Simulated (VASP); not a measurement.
# V (Im-3m) in VASP: a series of runs

Runs on V. Level: PBE. Tasks: single point, relaxation of cell and atoms.

Program: VASP 6.6.1. These are calculated values, not measurements. Logs are shortened: lines on timing, memory, paths and dates and some standing lists are left out, and cuts for length are marked.

## Step 1: The cell of the first run

The structure is cubic, space group Im-3m (No. 229). Conventional cell: a = 2.997 Å, b = 2.997 Å, c = 2.997 Å, α = 90.00°, β = 90.00°, γ = 90.00°. Within 3.4 Å of V (site symmetry m-3m) lie 14 V at 2.60 to 3.00 Å.

## Step 2: Single point, PBE

File INCAR:

```
PREC = Accurate ; ENCUT = 520
EDIFF = 1E-7 ; ISMEAR = 1
SIGMA = 0.1 ; LREAL = False
LASPH = True ; NELM = 60
ALGO = Normal ; ISIF = 2
LWAVE = False ; LCHARG = False
GGA = PE ; NBANDS = 12
```

File KPOINTS:

```
Automatic mesh
0
Gamma
  20 20 20
```

File POSCAR:

```
V
1.0
   -1.4984821098      1.4984821098      1.4984821098
    1.4984821098     -1.4984821098      1.4984821098
    1.4984821098      1.4984821098     -1.4984821098
V
1
Direct
    0.0000000000      0.0000000000      0.0000000000
```

Potentials or basis: VASP PAW PBE potentials, release 64 (V_sv).

The run is started by

```bash
> cat potpaw_PBE.64/V_sv/POTCAR > POTCAR
> mpirun -np 1 vasp_std > vasp.out
```

OUTCAR:

```text
PREC = Accurate
   ENCUT = 520
   EDIFF = 1E-7
   ISMEAR = 1
   LREAL = False
   LASPH = True
   NELM = 60
   ISIF = 2
   GGA = PE

 ion  position               nearest neighbor table
   1  0.000  0.000  0.000-

  LATTYP: Found a body centered cubic cell.
 ALAT       =     2.9969642196

  Lattice vectors:

 A1 = (  -1.4984821098,   1.4984821098,   1.4984821098)
 A2 = (   1.4984821098,  -1.4984821098,   1.4984821098)
 A3 = (   1.4984821098,   1.4984821098,  -1.4984821098)

Analysis of symmetry for initial positions (statically):
=====================================================================
 Subroutine PRICEL returns:
 Original cell was already a primitive cell.

 Routine SETGRP: Setting up the symmetry group for a
 body centered cubic supercell.

 Subroutine GETGRP returns: Found 48 space group operations
 (whereof 48 operations were pure point group operations)
 out of a pool of 48 trial point group operations.

The static configuration has the point symmetry O_h .

Analysis of symmetry for dynamics (positions and initial velocities):
=====================================================================
 Subroutine PRICEL returns:
 Original cell was already a primitive cell.

 Routine SETGRP: Setting up the symmetry group for a
 body centered cubic supercell.

 Subroutine GETGRP returns: Found 48 space group operations
 (whereof 48 operations were pure point group operations)
 out of a pool of 48 trial point group operations.

The dynamic configuration has the point symmetry O_h .

 Subroutine INISYM returns: Found 48 space group operations
 (whereof 48 operations are pure point group operations),
 and found     1 'primitive' translations

----------------------------------------------------------------------------------------

                                     Primitive cell

  volume of cell :      13.4591

  direct lattice vectors                    reciprocal lattice vectors
    -1.498482110  1.498482110  1.498482110     0.000000000  0.333670984  0.333670984
     1.498482110 -1.498482110  1.498482110     0.333670984  0.000000000  0.333670984
     1.498482110  1.498482110 -1.498482110     0.333670984  0.333670984  0.000000000

  length of vectors
     2.595447148  2.595447148  2.595447148     0.471882031  0.471882031  0.471882031

  position of ions in fractional coordinates (direct lattice)
     0.000000000  0.000000000  0.000000000

  ion indices of the primitive-cell ions
   primitive index   ion index
                 1           1

----------------------------------------------------------------------------------------

 KPOINTS: Automatic mesh

Automatic generation of k-mesh.
 Grid dimensions read from file:
 generate k-points for:   20   20   20

 Generating k-lattice:

  Cartesian coordinates                     Fractional coordinates (reciprocal lattice)
     0.000000000  0.016683549  0.016683549     0.050000000  0.000000000  0.000000000
     0.016683549  0.000000000  0.016683549     0.000000000  0.050000000  0.000000000
     0.016683549  0.016683549  0.000000000     0.000000000  0.000000000  0.050000000

  Length of vectors
     0.023594102  0.023594102  0.023594102

  Shift w.r.t. Gamma in fractional coordinates (k-lattice)
     0.000000000  0.000000000  0.000000000

 Subroutine IBZKPT returns following result:
 ===========================================

 Found    256 irreducible k-points:

 Following reciprocal coordinates:
            Coordinates               Weight
  0.000000  0.000000  0.000000      1.000000
  0.050000  0.000000  0.000000     12.000000
  0.100000  0.000000  0.000000     12.000000
  0.150000  0.000000  0.000000     12.000000
  0.200000  0.000000  0.000000     12.000000
  0.250000  0.000000  0.000000     12.000000
[... 16 lines left out ...]
  0.200000  0.100000 -0.000000     48.000000
  0.250000  0.100000 -0.000000     48.000000
 [... further k-points ...]
   k-points           NKPTS =    256   k-points in BZ     NKDIM =    256   number of bands    NBANDS=     12
   number of dos      NEDOS =    301   number of ions     NIONS =      1
   total plane-waves  NPLWV =   8000
   dimension x,y,z NGX =    20 NGY =   20 NGZ =   20
   dimension x,y,z NGXF=    40 NGYF=   40 NGZF=   40
   ions per type =               1
   NGX,Y,Z   is equivalent  to a cutoff of  12.81, 12.81, 12.81 a.u.
   NGXF,Y,Z  is equivalent  to a cutoff of  25.62, 25.62, 25.62 a.u.
 SYSTEM =  unknown system
   PREC   = accura    normal or accurate (medium, high low for compatibility)
   ISTART =      0    job   : 0-new  1-cont  2-samecut
   ICHARG =      2    charge: 1-file 2-atom 10-const
   ISPIN  =      1    spin polarized calculation?
   LNONCOLLINEAR =      F non collinear calculations
   LSORBIT =      F    spin-orbit coupling
   LASPH  =      T    aspherical Exc in radial PAW
   ENCUT  =  520.0 eV  38.22 Ry    6.18 a.u.   4.83  4.83  4.83*2*pi/ulx,y,z
   NELM   =     60;   NELMIN=  2; NELMDL= -5     # of ELM steps
   EDIFF  = 0.1E-06   stopping-criterion for ELM
   LREAL  =      F    real-space projection
   EDIFFG = 0.1E-05   stopping-criterion for IOM
   NSW    =      0    number of steps for IOM
   IBRION =     -1    ionic relax: 0-MD 1-quasi-New 2-CG
   NFREE  =      0    steps in history (QN), initial steepest desc. (CG)
   ISIF   =      2    stress and relaxation
   ISYM   =      2    0-nonsym 1-usesym 2-fastsym
   POTIM  = 0.5000    time-step for ionic-motion
   TEBEG  =    0.0;   TEEND  =   0.0 temperature during run
   PSTRESS=    0.0 pullay stress
   NELECT =      13.0000    total number of electrons
   NUPDOWN=      -1.0000    fix difference up-down
   EMIN   =  10.00;   EMAX   =-10.00  energy-range for DOS
   EFERMI =   0.00;   METHOD = LEGACY
   ISMEAR =     1;   SIGMA  =   0.10  broadening in eV -4-tet -1-fermi 0-gaus
   EFERMI_NEDOS =   21; number of points for ismear=-14 and -15
   IALGO  =     38    algorithm
   IMIX   =      4    mixing-type and parameters
     AMIX     =   0.40;   BMIX     =  1.00
     AMIX_MAG =   1.60;   BMIX_MAG =  1.00
  volume/ion in A,a.u.               =      13.46        90.83
  Fermi-wavevector in a.u.,A,eV,Ry     =   1.618270  3.058087 35.630919  2.618799
  Thomas-Fermi vector in A             =   2.712560
   LORBIT       =      0    0 simple, 1 ext, 2 COOP (PROOUT), +10 PAW based schemes
   GGA     = PE    functional components
   LHFCALC =     F    Hartree Fock is set to
   AEXX    =    0.0000 exact exchange contribution
   IVDW    =     0    specifies the selected vdW correction
   LEPSILON=     F    determine dielectric tensor
   LRPA    =     F    only Hartree local field effects (RPA)
 non-spin polarized calculation
 Methfessel and Paxton  Order N= 1 SIGMA  =   0.10
  energy-cutoff  :      520.00
  volume of cell :       13.46
 maximum number of plane-waves:       374
   NGX =  9   NGY =  9   NGZ =  9

 number of electron      12.9999990 magnetization

 Free energy of the ion-electron system (eV)
  ---------------------------------------------------
  ext. energy  EPLUGINS =         0.00000000
  ---------------------------------------------------
  free energy    TOTEN  =        -8.99233809 eV

  energy without entropy =       -8.99222496  energy(sigma->0) =       -8.99230038

 E-fermi :   9.7062     XC(G=0): -12.9096

 val. band max:        9.7056481822   @ k =   0.3000   0.0500   0.0500
 cond. band min:       9.7071871943   @ k =   0.3000   0.0500   0.0000
 fundamental gap:      0.0015390121
 Fermi energy:         9.7061868124

 k-point     1 :       0.0000    0.0000    0.0000
  band No.  band energies     occupation
      1     -54.0079      2.00000
      2     -27.3071      2.00000
      3     -27.3071      2.00000
      4     -27.3071      2.00000
      5       3.1284      2.00000
      6      10.1250     -0.00000
      7      10.1250     -0.00000
      8      10.1250     -0.00000
      9      12.1360      0.00000
     10      12.1360      0.00000
     11      30.2104      0.00000
     12      30.2104      0.00000

 k-point     2 :       0.0500    0.0000    0.0000
  band No.  band energies     occupation
      1     -54.0031      2.00000
      2     -27.3302      2.00000
      3     -27.3142      2.00000
      4     -27.3073      2.00000
      5       3.2299      2.00000
      6      10.0816     -0.00000
      7      10.1164     -0.00000
      8      10.1972     -0.00000
      9      12.0849      0.00000
     10      12.1387      0.00000
     11      30.0306      0.00000
     12      30.1980      0.00000

 k-point     3 :       0.1000    0.0000    0.0000
  band No.  band energies     occupation
      1     -53.9892      2.00000
      2     -27.3967      2.00000
      3     -27.3345      2.00000
      4     -27.3077      2.00000
      5       3.5277      2.00000
      6       9.9576     -0.00217
      7      10.0790     -0.00000
      8      10.4101     -0.00000
      9      11.9602      0.00000
     10      12.1482      0.00000
     11      29.4889      0.00000
     12      30.0971      0.00000
[... 286 lines left out ...]
 k-point    23 :       0.2000    0.1000   -0.0000
  band No.  band energies     occupation
      1     -53.9001      2.00000
      2     -27.7934      2.00000
      3     -27.4522      2.00000
      4     -27.3393      2.00000
      5       5.5253      2.00000
      6       9.2900      2.00000
      7       9.4817      2.00670
      8      11.6638     -0.00000
      9      12.0400      0.00000
     10      12.3809      0.00000
     11      25.9065      0.00000
     12      27.5787      0.00000

 k-point    24 :       0.2500    0.1000   -0.0000
  band No.  band energies     occupation
      1     -53.8709      2.00000
      2     -27.9145      2.00000
      3     -27.5023      2.00000
      4     -27.3417      2.00000
      5       6.1385      2.00000
      6       9.0622      2.00000
      7       9.4381      2.00099
      8      11.7599      0.00000
      9      12.4224      0.00000
     10      12.6834      0.00000
     11      24.3290      0.00000
     12      26.8162      0.00000

 [... further k-points ...]

------------------------ aborting loop because EDIFF is reached ----------------------------------------

  FORCE on cell =-STRESS in cart. coord.  units (eV):
  Direction    XX          YY          ZZ          XY          YZ          ZX
  --------------------------------------------------------------------------------------
  -------------------------------------------------------------------------------------
  Total        0.0157433      0.0157433      0.0157433      0.0000000      0.0000000     -0.0000000
  in kB        1.8740933      1.8740933      1.8740933      0.0000000      0.0000000     -0.0000000
  external PRESSURE =       1.8740933 kB  Pullay stress =       0.0000000 kB

 VOLUME and BASIS-vectors are now :
 -----------------------------------------------------------------------------
  energy-cutoff  :      520.00
  volume of cell :       13.46
      direct lattice vectors                 reciprocal lattice vectors
    -1.498482110  1.498482110  1.498482110     0.000000000  0.333670984  0.333670984
     1.498482110 -1.498482110  1.498482110     0.333670984  0.000000000  0.333670984
     1.498482110  1.498482110 -1.498482110     0.333670984  0.333670984  0.000000000

 POSITION                                       TOTAL-FORCE (eV/Angst)
 -----------------------------------------------------------------------------------
      0.00000      0.00000      0.00000         0.000000      0.000000     -0.000000
 -----------------------------------------------------------------------------------
    total drift:                                0.000000     -0.000000      0.000000

  FREE ENERGIE OF THE ION-ELECTRON SYSTEM (eV)
  ---------------------------------------------------
  free  energy   TOTEN  =        -8.9923380889 eV

  energy  without entropy=       -8.9922249589  energy(sigma->0) =       -8.99230038
```

Run time: 20 s. Hardware: 1 thread of Intel Xeon Platinum 8488C (Sapphire Rapids), shared host; peak memory 0.15 GiB.

What came out:

```yaml
Free_energy: -8.9923 eV
Pressure: 0.2 GPa
```

## Step 3: Relaxation of cell and atoms, PBE

This run uses another cell than the first one, of 13.89 Å³/atom, 1.032 times its volume.

File INCAR:

```
PREC     = Accurate       # precision mode
ENCUT    = 600            # plane-wave cutoff, eV
EDIFF    = 1E-6           # SCF threshold, eV
ISMEAR   = 1              # smearing method
SIGMA    = 0.1            # smearing width, eV
LREAL    = False          # projectors in reciprocal space
LASPH    = True           # aspherical terms in the spheres
NELM     = 60             # most SCF steps
ALGO     = Normal         # electronic algorithm
ISIF     = 3              # what is computed and relaxed
LWAVE    = False          # write WAVECAR
LCHARG   = False          # write CHGCAR
GGA      = PE             # functional
IBRION   = 2              # ionic algorithm
NSW      = 80             # ionic steps
EDIFFG   = -0.01          # ionic threshold
```

File KPOINTS:

```
regular mesh
0
Gamma
  20 20 20
```

File POSCAR:

```
V
1.0
   -1.5143500000      1.5143500000      1.5143500000
    1.5143500000     -1.5143500000      1.5143500000
    1.5143500000      1.5143500000     -1.5143500000
V
1
Direct
    0.0000000000      0.0000000000      0.0000000000
```

Potentials or basis: VASP PAW PBE potentials, release 64 (V_sv).

The run is started by

```bash
> cat potpaw_PBE.64/V_sv/POTCAR > POTCAR
> mpirun -np 1 vasp_std > vasp.out
```

Wall time 37 s (1 thread of Intel Xeon Platinum 8488C (Sapphire Rapids), shared host); peak memory 0.18 GiB.

Results (log left out):

```yaml
Free_energy: -8.9927 eV
Relaxed_volume: 13.47 Å³/atom
Relaxed_cell: a = 2.596 Å, b = 2.596 Å, c = 2.596 Å, α = 109.47°, β = 109.47°, γ = 109.47°
Space_group_after_relaxing_to_0.05_Å: Im-3m (No. 229)
Energy_gained_by_relaxing: 7.3 meV/atom
Ionic_steps: 3
Pressure_after_relaxing: 0.0 GPa
```

Step by step:
| step | energy change (eV) | largest force (eV/Å) | pressure (GPa) | volume (Å³) |
| --- | --- | --- | --- | --- |
| 1 | 0.0000 | 0.0000 | -5.35 | 13.89 |
| 2 | 0.0034 | 0.0000 | 7.26 | 12.98 |
| 3 | -0.0073 | 0.0000 | -0.04 | 13.47 |

Final structure:
```yaml
crystal:
  lattice:
    - [-1.49887, 1.49887, 1.49887]
    - [1.49887, -1.49887, 1.49887]
    - [1.49887, 1.49887, -1.49887]
  atoms:
    - { symbol: V, position: [0.00000, 0.00000, 0.00000] }
```

Levels at points of the mesh, in eV from the Fermi level:
```csv
k point,band 5,band 6,band 7,band 8,band 9,band 10
"(0.00, 0.00, 0.00)",-6.58,0.42,0.42,0.42,2.43,2.43
"(0.50, 0.00, 0.00)",-3.16,-1.12,1.65,2.43,2.79,4.12
"(0.50, 0.50, 0.50)",-2.98,-2.98,3.73,3.73,3.73,10.21
```
